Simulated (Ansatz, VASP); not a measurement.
Cd4S: VASP beside Ansatz

```
Cd S
1.0
     5.72603    0.00000    0.00000
    -2.86302    4.95889    0.00000
     0.00000    0.00000    4.98740
Cd S
4 1
Direct
  0.50000 0.00000 0.00000
  0.00000 0.50000 0.00000
  0.50000 0.50000 0.00000
  0.00000 0.00000 0.00000
  0.00000 0.00000 0.50000
```

Alike in both runs: task single point; functional PBE; k mesh 6 × 6 × 4; occupations gaussian, width 0.1 eV; no spin polarisation.

```csv
,VASP,Ansatz
version,VASP 6.6.1,Ansatz 0.2.0
potentials or method,"VASP PAW PBE potentials, release 64 (Cd, S), cutoff 520 eV","scalar-relativistic, plane waves, PAW"
valence electrons in the cell,54,86
```

```tsv
	VASP	Ansatz	Ansatz less VASP
gap on the k mesh at the Fermi level (eV)	none	none	-
pressure (GPa)	4.3	4.0	-0.31
traceless stress, the component that is largest in VASP (GPa)	-1.02	-0.96	+0.063
```

A gap of «none» marks a metal or a gap that the smearing closes. VASP's potentials hold 54 valence electrons a cell and Ansatz's 86, so a difference there can come from the potentials and not from the codes.
